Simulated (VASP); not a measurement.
# Pt (Im-3m) in VASP: further runs

The runs below take Pt through single point, relaxation of cell and atoms, with LDA.

Program: VASP 6.6.1. These are calculated values, not measurements. Logs are shortened: lines on timing, memory, paths and dates and some standing lists are left out, and cuts for length are marked.

## 1. The cell of the first run

The structure is cubic, space group Im-3m (No. 229). The conventional cell has a = 3.222 Å, b = 3.222 Å, c = 3.222 Å, α = 90.00°, β = 90.00°, γ = 90.00°. Pt (site symmetry m-3m) has 14 Pt at 2.79 to 3.22 Å within 3.7 Å.

## 2. Single point, LDA (volume scaled by 1.12)

File INCAR:

```
SYSTEM = Pt
  PREC = Accurate
  ENCUT = 520
  EDIFF = 1E-7
  ISMEAR = -1
  SIGMA = 0.1
  LREAL = .False.
  LASPH = .True.
  NELM = 80
  ALGO = Normal
  ISIF = 2
  LWAVE = .False.
  LCHARG = .False.
  NBANDS = 11
```

File KPOINTS:

```
regular mesh
0
Gamma
  16 16 16
  0 0 0
```

File POSCAR:

```
Pt
1.0
   -1.6112104317      1.6112104317      1.6112104317
    1.6112104317     -1.6112104317      1.6112104317
    1.6112104317      1.6112104317     -1.6112104317
Pt
1
Direct
    0.0000000000      0.0000000000      0.0000000000
```

Potentials or basis: VASP PAW LDA potentials, release 64 (Pt).

Command:

```console
> cat potpaw_LDA.64/Pt/POTCAR > POTCAR
> mpirun -np 1 vasp_std > vasp.out
```

OUTCAR:

```text
SYSTEM = Pt
   PREC = Accurate
   ENCUT = 520
   EDIFF = 1E-7
   ISMEAR = -1
   LREAL = .False.
   LASPH = .True.
   NELM = 80
   ISIF = 2

 ion  position               nearest neighbor table
   1  0.000  0.000  0.000-

  LATTYP: Found a body centered cubic cell.
 ALAT       =     3.2224208634

  Lattice vectors:

 A1 = (  -1.6112104317,   1.6112104317,   1.6112104317)
 A2 = (   1.6112104317,  -1.6112104317,   1.6112104317)
 A3 = (   1.6112104317,   1.6112104317,  -1.6112104317)

Analysis of symmetry for initial positions (statically):
=====================================================================
 Subroutine PRICEL returns:
 Original cell was already a primitive cell.

 Routine SETGRP: Setting up the symmetry group for a
 body centered cubic supercell.

 Subroutine GETGRP returns: Found 48 space group operations
 (whereof 48 operations were pure point group operations)
 out of a pool of 48 trial point group operations.

The static configuration has the point symmetry O_h .

Analysis of symmetry for dynamics (positions and initial velocities):
=====================================================================
 Subroutine PRICEL returns:
 Original cell was already a primitive cell.

 Routine SETGRP: Setting up the symmetry group for a
 body centered cubic supercell.

 Subroutine GETGRP returns: Found 48 space group operations
 (whereof 48 operations were pure point group operations)
 out of a pool of 48 trial point group operations.

The dynamic configuration has the point symmetry O_h .

 Subroutine INISYM returns: Found 48 space group operations
 (whereof 48 operations are pure point group operations),
 and found     1 'primitive' translations

----------------------------------------------------------------------------------------

                                     Primitive cell

  volume of cell :      16.7308

  direct lattice vectors                    reciprocal lattice vectors
    -1.611210432  1.611210432  1.611210432     0.000000000  0.310325697  0.310325697
     1.611210432 -1.611210432  1.611210432     0.310325697  0.000000000  0.310325697
     1.611210432  1.611210432 -1.611210432     0.310325697  0.310325697  0.000000000

  length of vectors
     2.790698329  2.790698329  2.790698329     0.438866809  0.438866809  0.438866809

  position of ions in fractional coordinates (direct lattice)
     0.000000000  0.000000000  0.000000000

  ion indices of the primitive-cell ions
   primitive index   ion index
                 1           1

----------------------------------------------------------------------------------------

 KPOINTS: regular mesh

Automatic generation of k-mesh.
 Grid dimensions read from file:
 generate k-points for:   16   16   16

 Generating k-lattice:

  Cartesian coordinates                     Fractional coordinates (reciprocal lattice)
     0.000000000  0.019395356  0.019395356     0.062500000  0.000000000  0.000000000
     0.019395356  0.000000000  0.019395356     0.000000000  0.062500000  0.000000000
     0.019395356  0.019395356  0.000000000     0.000000000  0.000000000  0.062500000

  Length of vectors
     0.027429176  0.027429176  0.027429176

  Shift w.r.t. Gamma in fractional coordinates (k-lattice)
     0.000000000  0.000000000  0.000000000

 Subroutine IBZKPT returns following result:
 ===========================================

 Found    145 irreducible k-points:

 Following reciprocal coordinates:
            Coordinates               Weight
  0.000000  0.000000  0.000000      1.000000
  0.062500  0.000000  0.000000     12.000000
  0.125000  0.000000  0.000000     12.000000
  0.187500  0.000000  0.000000     12.000000
  0.250000  0.000000  0.000000     12.000000
  0.312500  0.000000  0.000000     12.000000
[... 16 lines left out ...]
  0.187500  0.187500  0.000000     24.000000
  0.250000  0.187500  0.000000     48.000000
 [... further k-points ...]
   k-points           NKPTS =    145   k-points in BZ     NKDIM =    145   number of bands    NBANDS=     11
   number of dos      NEDOS =    301   number of ions     NIONS =      1
   total plane-waves  NPLWV =  13824
   dimension x,y,z NGX =    24 NGY =   24 NGZ =   24
   dimension x,y,z NGXF=    48 NGYF=   48 NGZF=   48
   ions per type =               1
   NGX,Y,Z   is equivalent  to a cutoff of  14.30, 14.30, 14.30 a.u.
   NGXF,Y,Z  is equivalent  to a cutoff of  28.59, 28.59, 28.59 a.u.
 SYSTEM =  Pt
   PREC   = accura    normal or accurate (medium, high low for compatibility)
   ISTART =      0    job   : 0-new  1-cont  2-samecut
   ICHARG =      2    charge: 1-file 2-atom 10-const
   ISPIN  =      1    spin polarized calculation?
   LNONCOLLINEAR =      F non collinear calculations
   LSORBIT =      F    spin-orbit coupling
   LASPH  =      T    aspherical Exc in radial PAW
   ENCUT  =  520.0 eV  38.22 Ry    6.18 a.u.   5.19  5.19  5.19*2*pi/ulx,y,z
   NELM   =     80;   NELMIN=  2; NELMDL= -5     # of ELM steps
   EDIFF  = 0.1E-06   stopping-criterion for ELM
   LREAL  =      F    real-space projection
   EDIFFG = 0.1E-05   stopping-criterion for IOM
   NSW    =      0    number of steps for IOM
   IBRION =     -1    ionic relax: 0-MD 1-quasi-New 2-CG
   NFREE  =      0    steps in history (QN), initial steepest desc. (CG)
   ISIF   =      2    stress and relaxation
   ISYM   =      2    0-nonsym 1-usesym 2-fastsym
   POTIM  = 0.5000    time-step for ionic-motion
   TEBEG  =    0.0;   TEEND  =   0.0 temperature during run
   PSTRESS=    0.0 pullay stress
   NELECT =      10.0000    total number of electrons
   NUPDOWN=      -1.0000    fix difference up-down
   EMIN   =  10.00;   EMAX   =-10.00  energy-range for DOS
   EFERMI =   0.00;   METHOD = LEGACY
   ISMEAR =    -1;   SIGMA  =   0.10  broadening in eV -4-tet -1-fermi 0-gaus
   EFERMI_NEDOS =   21; number of points for ismear=-14 and -15
   IALGO  =     38    algorithm
   IMIX   =      4    mixing-type and parameters
     AMIX     =   0.40;   BMIX     =  1.00
     AMIX_MAG =   1.60;   BMIX_MAG =  1.00
  volume/ion in A,a.u.               =      16.73       112.91
  Fermi-wavevector in a.u.,A,eV,Ry     =   1.379016  2.605962 25.873989  1.901685
  Thomas-Fermi vector in A             =   2.504024
   LORBIT       =      0    0 simple, 1 ext, 2 COOP (PROOUT), +10 PAW based schemes
   GGA     = CA    functional components
   LHFCALC =     F    Hartree Fock is set to
   AEXX    =    0.0000 exact exchange contribution
   IVDW    =     0    specifies the selected vdW correction
   LEPSILON=     F    determine dielectric tensor
   LRPA    =     F    only Hartree local field effects (RPA)
 non-spin polarized calculation
  energy-cutoff  :      520.00
  volume of cell :       16.73
 maximum number of plane-waves:       466
 NGX is ok and might be reduce to    24
   NGX = 11   NGY = 11   NGZ = 11

 number of electron      10.0000001 magnetization

 Free energy of the ion-electron system (eV)
  ---------------------------------------------------
  ext. energy  EPLUGINS =         0.00000000
  ---------------------------------------------------
  free energy    TOTEN  =        -7.25184338 eV

  energy without entropy =       -7.20841149  energy(sigma->0) =       -7.23012743

 E-fermi :   9.0718     XC(G=0): -13.0874

 val. band max:        9.0704167412   @ k =  -0.4375   0.5000   0.3750
 cond. band min:       9.0781596854   @ k =   0.2500   0.0625   0.0625
 fundamental gap:      0.0077429443
 Fermi energy:         9.0718203525

 k-point     1 :       0.0000    0.0000    0.0000
  band No.  band energies     occupation
      1       0.1037      2.00000
      2       5.8418      2.00000
      3       5.8418      2.00000
      4       5.8418      2.00000
      5       8.1736      1.99975
      6       8.1736      1.99975
      7      26.1216      0.00000
      8      26.1216      0.00000
      9      26.1216      0.00000
     10      35.3277      0.00000
     11      35.3288      0.00000

 k-point     2 :       0.0625    0.0000    0.0000
  band No.  band energies     occupation
      1       0.2545      2.00000
      2       5.7853      2.00000
      3       5.8428      2.00000
      4       5.9590      2.00000
      5       8.1013      1.99988
      6       8.1774      1.99974
      7      26.1855      0.00000
      8      26.2126      0.00000
      9      26.3375      0.00000
     10      33.2718      0.00000
     11      33.6279      0.00000

 k-point     3 :       0.1250    0.0000    0.0000
  band No.  band energies     occupation
      1       0.6916      2.00000
      2       5.6284      2.00000
      3       5.8368      2.00000
      4       6.3037      2.00000
      5       7.9366      1.99998
      6       8.1911      1.99970
      7      26.2021      0.00000
      8      26.2323      0.00000
      9      26.9652      0.00000
     10      31.6276      0.00000
     11      31.6981      0.00000

 k-point     4 :       0.1875    0.0000    0.0000
  band No.  band energies     occupation
      1       1.3589      2.00000
      2       5.4028      2.00000
      3       5.8231      2.00000
      4       6.8538      2.00000
      5       7.7977      1.99999
      6       8.2191      1.99960
      7      25.1930      0.00000
      8      25.8544      0.00000
      9      27.9478      0.00000
     10      30.6305      0.00000
     11      31.1675      0.00000
[... 239 lines left out ...]
 k-point    22 :       0.4375    0.1250    0.0000
  band No.  band energies     occupation
      1       3.3526      2.00000
      2       4.6587      2.00000
      3       7.4100      2.00000
      4       7.9395      1.99998
      5       8.9392      1.58053
      6      11.9075      0.00000
      7      14.6763      0.00000
      8      21.7599      0.00000
      9      23.6945      0.00000
     10      32.2948      0.00000
     11      32.4000      0.00000

 k-point    23 :       0.1875    0.1875    0.0000
  band No.  band energies     occupation
      1       3.1794      2.00000
      2       5.2011      2.00000
      3       5.3287      2.00000
      4       7.6293      2.00000
      5       8.4275      1.99682
      6       9.1549      0.60707
      7      21.0720      0.00000
      8      23.1558      0.00000
      9      25.9008      0.00000
     10      28.9200      0.00000
     11      33.1888      0.00000

 k-point    24 :       0.2500    0.1875    0.0000
  band No.  band energies     occupation
      1       3.6180      2.00000
      2       5.0060      2.00000
      3       5.6679      2.00000
      4       7.7413      2.00000
      5       8.4856      1.99433
      6      10.2995      0.00001
      7      18.8864      0.00000
      8      21.9531      0.00000
      9      25.0724      0.00000
     10      29.6293      0.00000
     11      33.4695      0.00000

 [... further k-points ...]
[... 5 lines left out ...]
  --------------------------------------------------------------------------------------
  -------------------------------------------------------------------------------------
  Total       -2.5169039     -2.5169039     -2.5169039      0.0000000      0.0000000      0.0000000
  in kB     -241.0240767   -241.0240767   -241.0240767      0.0000000      0.0000000      0.0000000
  external PRESSURE =    -241.0240767 kB  Pullay stress =       0.0000000 kB

 VOLUME and BASIS-vectors are now :
 -----------------------------------------------------------------------------
  energy-cutoff  :      520.00
  volume of cell :       16.73
      direct lattice vectors                 reciprocal lattice vectors
    -1.611210432  1.611210432  1.611210432     0.000000000  0.310325697  0.310325697
     1.611210432 -1.611210432  1.611210432     0.310325697  0.000000000  0.310325697
     1.611210432  1.611210432 -1.611210432     0.310325697  0.310325697  0.000000000

 POSITION                                       TOTAL-FORCE (eV/Angst)
 -----------------------------------------------------------------------------------
      0.00000      0.00000      0.00000        -0.000000      0.000000      0.000000
 -----------------------------------------------------------------------------------
    total drift:                               -0.000000      0.000000     -0.000000

  FREE ENERGIE OF THE ION-ELECTRON SYSTEM (eV)
  ---------------------------------------------------
  free  energy   TOTEN  =        -7.2518433810 eV

  energy  without entropy=       -7.2084114872  energy(sigma->0) =       -7.23012743
```

It took 6.9 s on 1 thread of Intel Xeon 6975P-C (Granite Rapids), shared host; peak memory 0.15 GiB.

What came out:

```yaml
Free_energy: -7.2518 eV
Pressure: -24.1 GPa
Band_gap_on_the_k_mesh: zero (band 5 reaches 9.96 eV, above the bottom of band 6 at 8.05 eV)
```

Caveat: the cell differs from its parent crystal (volume scaled by 1.12); spin-orbit coupling is left out, which moves the levels of the heavy elements.

## 3. Relaxation of cell and atoms, LDA

This run uses another cell than the first one, of 15.09 Å³/atom, 0.902 times its volume.

File INCAR:

```
PREC = Accurate
ENCUT = 600
EDIFF = 1E-7
ISMEAR = -1
SIGMA = 0.1
LREAL = False
LASPH = True
NELM = 80
ALGO = Normal
ISIF = 3
LWAVE = False
LCHARG = False
GGA = CA
IBRION = 2
NSW = 80
EDIFFG = -0.01
```

File KPOINTS:

```
regular mesh
0
Gamma
  14 14 14
```

File POSCAR:

```
Pt
1.0
   -1.5568832667      1.5568832667      1.5568832667
    1.5568832667     -1.5568832667      1.5568832667
    1.5568832667      1.5568832667     -1.5568832667
Pt
1
Direct
    0.0000000000      0.0000000000      0.0000000000
```

Potentials or basis: VASP PAW LDA potentials, release 64 (Pt).

Command:

```console
> cat potpaw_LDA.64/Pt/POTCAR > POTCAR
> mpirun -np 1 vasp_std > vasp.out
```

Wall time 10 s (1 thread of Intel Xeon 6975P-C (Granite Rapids), shared host); peak memory 0.15 GiB.

It converged, with:

```yaml
Free_energy: -7.4010 eV
Relaxed_volume: 14.98 Å³/atom
Relaxed_cell: a = 2.690 Å, b = 2.690 Å, c = 2.690 Å, α = 109.47°, β = 109.47°, γ = 109.47°
Space_group_after_relaxing_to_0.05_Å: Im-3m (No. 229)
Energy_gained_by_relaxing: 0.8 meV/atom
Ionic_steps: 3
Pressure_after_relaxing: 0.0 GPa
Band_gap_on_the_k_mesh: zero (band 5 reaches 12.18 eV, above the bottom of band 6 at 9.80 eV)
```

The path:
```
step  energy change (eV)  largest force (eV/Å)  pressure (GPa)  volume (Å³)
   1              0.0000                0.0000           -2.18        15.09
   2              0.0062                0.0000            6.95        14.65
   3             -0.0008                0.0000           -0.02        14.98
```

Final structure:
```
CELL_PARAMETERS angstrom
-1.55298 1.55298 1.55298
1.55298 -1.55298 1.55298
1.55298 1.55298 -1.55298
ATOMIC_POSITIONS crystal
Pt 0.00000 0.00000 0.00000
```

Levels at points of the mesh, in eV from the Fermi level:
```csv
k point,band 3,band 4,band 5,band 6,band 7,band 8
"(0.00, 0.00, 0.00)",-3.77,-3.77,-1.03,-1.03,17.08,17.08
"(0.50, 0.00, 0.00)",-1.22,-0.66,0.13,1.21,6.80,13.27
"(0.50, 0.50, 0.50)",0.63,0.63,0.63,7.79,7.79,7.79
```

Caveat: spin-orbit coupling is left out, which moves the levels of the heavy elements.

## 4. Single point, LDA, non-collinear spin, zero start, spin-orbit coupling

This run uses another cell than the first one, of 14.94 Å³/atom, 0.893 times its volume.

File INCAR:

```
PREC = Accurate
ENCUT = 520
EDIFF = 1E-6
ISMEAR = -1
SIGMA = 0.1
LREAL = False
LASPH = True
NELM = 150
ALGO = Normal
ISIF = 2
LWAVE = False
LCHARG = False
MAGMOM = 0 0 0
LORBIT = 11
LSORBIT = True
GGA_COMPAT = False
LORBMOM = True
LMAXMIX = 4
GGA = CA
NBANDS = 21
```

File KPOINTS:

```
Automatic mesh
0
Gamma
  14 14 14
```

File POSCAR:

```
Pt
1.0
   -1.5514802714      1.5514802714      1.5514802714
    1.5514802714     -1.5514802714      1.5514802714
    1.5514802714      1.5514802714     -1.5514802714
Pt
1
Direct
    0.0000000000      0.0000000000      0.0000000000
```

Command:

```console
> cat potpaw_LDA.64/Pt/POTCAR > POTCAR
> mpirun -np 1 vasp_ncl > vasp.out
```

Run time: 21 s. Hardware: 1 thread of Intel Xeon 6975P-C (Granite Rapids), shared host; peak memory 0.17 GiB.

The run converged. Its results:

```
Free energy                                           : -7.7860 eV
Pressure                                              : 1.4 GPa
Net moment                                            : 0.00 μB per cell
Valence electrons inside the program's atomic spheres : Pt 9.35
```

Moments on the atoms (μB; x, y, z):
```
Pt  0.00 0.00 0.00
```

## 5. Overview

```tsv
task	spin	cell	k mesh	cutoff (eV)	gap on the mesh (eV)	pressure (GPa)
single point	off	a = 2.791 Å, angles 109.5°, 1 atom	16 × 16 × 16	520	none	-24.1
relaxation of cell and atoms	off	relaxed from a = 2.697 Å, angles 109.5°, 1 atom	14 × 14 × 14	600	none	0.0
single point	non-collinear, zero start, SOC	a = 2.687 Å, angles 109.5°, 1 atom	14 × 14 × 14	520	-	1.4
```

Alike in all rows: level LDA; potentials or basis VASP PAW LDA potentials, release 64 (Pt); smearing fermi-dirac 0.1 eV.

Caveats: spin-orbit coupling is left out, which moves the levels of the heavy elements (some runs).

Absolute energies hang on the potentials; compare differences alone.
